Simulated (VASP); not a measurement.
A run of VASP 6.6.1 is set up as follows.

Contents of INCAR:

```
  PREC = Accurate
  ENCUT = 520
  EDIFF = 1E-6
  ISMEAR = -1
  SIGMA = 0.02
  LREAL = F
  LASPH = T
  NELM = 100
  ALGO = Normal
  ISIF = 2
  LWAVE = F
  LCHARG = F
  GGA = PE
  NBANDS = 15
```

File KPOINTS:

```
Automatic mesh
0
Gamma
  9 9 9
```

POSCAR

```
CaO
1.0
    0.0000000000      2.4065000000      2.4065000000
    2.4065000000      0.0000000000      2.4065000000
    2.4065000000      2.4065000000      0.0000000000
Ca O
1 1
Direct
    0.0000000000      0.0000000000      0.0000000000
    0.5000000000      0.5000000000      0.5000000000
```

Potentials or basis: VASP PAW PBE potentials, release 64 (Ca_sv, O).

Command:

```sh
$ cat potpaw_PBE.64/Ca_sv/POTCAR potpaw_PBE.64/O/POTCAR > POTCAR
$ mpirun -np 1 vasp_std > vasp.out
```

**Question.** Predict the pressure.

**Answer.** 1.8 GPa.

**Question.** What does it give for the band gap on the k mesh?

**Answer.** 3.69 eV, indirect (least direct gap 4.07 eV).

A k mesh can miss the band edges. As with any semilocal functional, this PBE gap is likely too small.
